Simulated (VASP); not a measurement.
## FeNi2GeS4: single point with revPBE

FeNi2GeS4:

```xyz
8
Lattice="0.0000 5.3009 0.0000 5.3009 0.0000 0.0000 2.6505 2.6505 -5.2312" Properties=species:S:1:pos:R:3 pbc="T T T"
Ni    2.6505    5.3009   -2.6156
Ni    5.3009    2.6505   -2.6156
Fe    0.0000    0.0000    0.0000
Ge    2.6505    2.6505    0.0000
S     1.3729    1.3729   -1.3026
S     4.0234    6.5784   -3.9287
S     3.9280    3.9280   -1.3026
S     6.5784    4.0234   -3.9287
```

| Property | Result |
| --- | --- |
| Program | VASP 6.6.1 |
| Task | single point |
| Functional | revPBE |
| Potentials or basis | VASP PAW PBE potentials, release 64 (Ni, Fe, Ge_d, S) |
| Cutoff | 520 eV |
| k mesh | 5 × 5 × 5 |
| Occupations | fermi-dirac, width 0.1 eV |
| Spin | no spin polarisation |
| Dipole correction | no |
| Further INCAR settings | ALGO = Normal; EDIFF = 1e-06; NBANDS = 43 |

```yaml
Pressure: -3.2 GPa
Largest_force: 1.855 eV/Å
Band_gap_on_the_k_mesh: zero (band 33 reaches 5.51 eV, above the bottom of band 34 at 5.23 eV)
```

Forces on the atoms (eV/Å):
```
Ni   0.000  0.000  0.000
Ni   0.000  0.000  0.000
Fe   0.000  0.000  0.000
Ge   0.000  0.000  0.000
S   -1.238 -1.238 -0.613
S   -1.238  1.238  0.613
S    1.238  1.238 -0.613
S    1.238 -1.238  0.613
```

Stress tensor (GPa, compression positive):
```
-3.49  0.00  0.00
 0.00 -3.49  0.00
 0.00  0.00 -2.70
```

Levels at points of the mesh, in eV from the Fermi level:
| k point | band 29 | band 30 | band 31 | band 32 | band 33 | band 34 | band 35 | band 36 | band 37 | band 38 |
| --- | --- | --- | --- | --- | --- | --- | --- | --- | --- | --- |
| (0.00, 0.00, 0.00) | -0.88 | -0.76 | -0.46 | -0.46 | -0.23 | 0.89 | 0.89 | 0.94 | 1.26 | 2.58 |

Wall time 3.2 min on 1 thread of Intel Xeon 6975P-C, on a shared host, peak memory 0.33 GiB.

Caveat: the PAW data sets were made with another functional, which shifts forces and pressure a little; the run has no spin polarisation, though such a crystal can be magnetic. With open d or f shells a metallic result of revPBE can be an artefact of self-interaction; +U or a hybrid may open a gap.
